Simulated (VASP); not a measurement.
The system is Ta.

```
Ta
1.0
     4.95134    0.00000    0.00000
    -2.47567    4.28798    0.00000
     0.00000    0.00000    3.03539
Ta
3
Direct
  0.00000 0.00000 0.00000
  0.33333 0.66667 0.50000
  0.66667 0.33333 0.50000
```

* Program: VASP 6.6.1
* Task: relaxation of cell and atoms
* Functional: PBEsol
* Potentials or basis: VASP PAW PBE potentials, release 64 (Ta_pv)
* Cutoff: 600 eV
* k mesh: 6 × 6 × 6
* Occupations: gaussian, width 0.1 eV
* Spin: no spin polarisation

At the start: pressure -24.5 GPa; volume 21.48 Å³/atom.

Q: Where does the relaxation end?

A: Over 10 steps the energy falls by 389.5 meV/atom and the volume is 18.01 Å³/atom (-16.2 %); space group P6/mmm (No. 191, to 0.05 Å).

Step by step:
```tsv
step	energy change (eV)	largest force (eV/Å)	pressure (GPa)	volume (Å³)
1	0.0000	0.0000	-24.52	64.45
2	4.2385	0.0000	139.58	38.15
3	-1.0988	0.0000	-2.26	54.67
4	-1.1135	0.0000	0.45	53.92
5	-1.1158	0.0000	1.93	53.53
6	-1.1453	0.0000	0.21	54.07
7	-1.1684	0.0000	0.56	53.87
8	-1.1684	0.0000	0.54	53.88
9	-1.1680	0.0000	-0.82	54.25
10	-1.1686	0.0000	0.00	54.02
```

Final structure:
```yaml
crystal:
  lattice:
    - [4.79973, 0.00000, 0.00000]
    - [-2.39986, 4.15669, 0.00000]
    - [0.00000, 0.00000, 2.70779]
  atoms:
    - { symbol: Ta, position: [0.00000, 0.00000, 0.00000] }
    - { symbol: Ta, position: [0.33333, 0.66667, 0.50000] }
    - { symbol: Ta, position: [0.66667, 0.33333, 0.50000] }
```

Caveat: the volume moved by over 15 % at a fixed basis, so the end points are rough; the PAW data sets were made with another functional, which shifts forces and pressure a little.
